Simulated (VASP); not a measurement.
Set up this calculation in VASP 6.6.1, as the native input.

```yaml
Task: single point
Functional: LDA
Potentials_or_basis: VASP PAW LDA potentials, release 64 (Ba_sv, Te)
Cutoff: 500 eV
k_mesh: 5 × 5 × 5
Occupations: gaussian, width 0.01 eV
Spin: no spin polarisation
Dipole_correction: no
Further_INCAR_settings: ALGO = Normal; EDIFF = 1e-06; NBANDS = 15
```

The structure of BaTe lies in POSCAR:

```
BaTe
1.0
    4.2194078440      0.0000000000      0.0000000000
    0.0000000000      4.2194078440      0.0000000000
    0.0000000000      0.0000000000      4.2194078440
Ba Te
1 1
Direct
    0.0000000000      0.0000000000      0.0000000000
    0.5000000000      0.5000000000      0.5000000000
```

The input as run:

INCAR

```
SYSTEM = BaTe
ALGO = Normal ; EDIFF = 1E-6
ENCUT = 500 ; GGA = CA
GGA_COMPAT = .False. ; ISIF = 2
ISMEAR = 0 ; LASPH = .True.
LCHARG = .False. ; LREAL = .False.
LWAVE = .False. ; NBANDS = 15
NELM = 120 ; PREC = Accurate
SIGMA = 0.01
```

KPOINTS

```
k-points
0
Gamma
  5 5 5
  0 0 0
```

Potentials or basis: VASP PAW LDA potentials, release 64 (Ba_sv, Te).

The run is started by

```bash
$ cat potpaw_LDA.64/Ba_sv/POTCAR potpaw_LDA.64/Te/POTCAR > POTCAR
$ mpirun -np 1 vasp_std > vasp.out
```

Results of the run:

The pressure is -1.9 GPa and the band gap on the k mesh is 0.81 eV (least direct gap 0.96 eV).

Caveat: spin-orbit coupling is left out, which moves the levels of the heavy elements; an odd mesh through Γ misses points on the zone boundary, where band edges can lie.

Run time: 6.1 s on 1 thread of AMD EPYC 9R45 96-Core Processor (Zen 5), on a shared host, peak memory 0.12 GiB.
